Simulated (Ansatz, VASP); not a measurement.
## Two plane-wave programs on TaCd

```
Cd Ta
1.0
     1.41757   -0.81843    5.15468
     0.00000    1.63687    5.15468
    -1.41757   -0.81843    5.15468
Cd Ta
1 1
Direct
  0.00000 0.00000 0.00000
  0.50000 0.50000 0.50000
```

Change from the starting cell: z stretched by +3 % at fixed volume, PAW files.

Alike in both runs: task electric field gradients; functional LDA; k mesh 13 × 13 × 13; occupations fermi-dirac, width 0.03 eV; no spin polarisation.

|  | VASP | Ansatz |
| --- | --- | --- |
| version | VASP 6.6.1 | Ansatz 0.2.0 |
| potentials or method | VASP PAW LDA potentials, release 64 (Cd, Ta_pv) | PAW with Ansatz's default frozen-core files, scalar-relativistic |
| plane-wave cutoff (eV) | 520 | 420 |
| valence electrons in the cell | 23 | 33 |

Ansatz gave:

| Quantity | Value |
| --- | --- |
| pressure (GPa) | 0.8 |
| traceless stress, the component that is largest in VASP (GPa) | -6.13 |
| size of Vzz on the site where it differs most (V/Å²) | 275.9 |

Q: Estimate VASP's values.

A: Pressure (GPa): 1.9; traceless stress, the component that is largest in VASP (GPa): -6.11; size of Vzz on the site where it differs most (V/Å²): 193.4.

LDA's correlation is that of Perdew and Zunger in VASP and of Perdew and Wang (1992) in Ansatz. VASP's potentials hold 23 valence electrons a cell and Ansatz's 33, so a difference there can come from the potentials and not from the codes.

Spin-orbit coupling is off throughout.
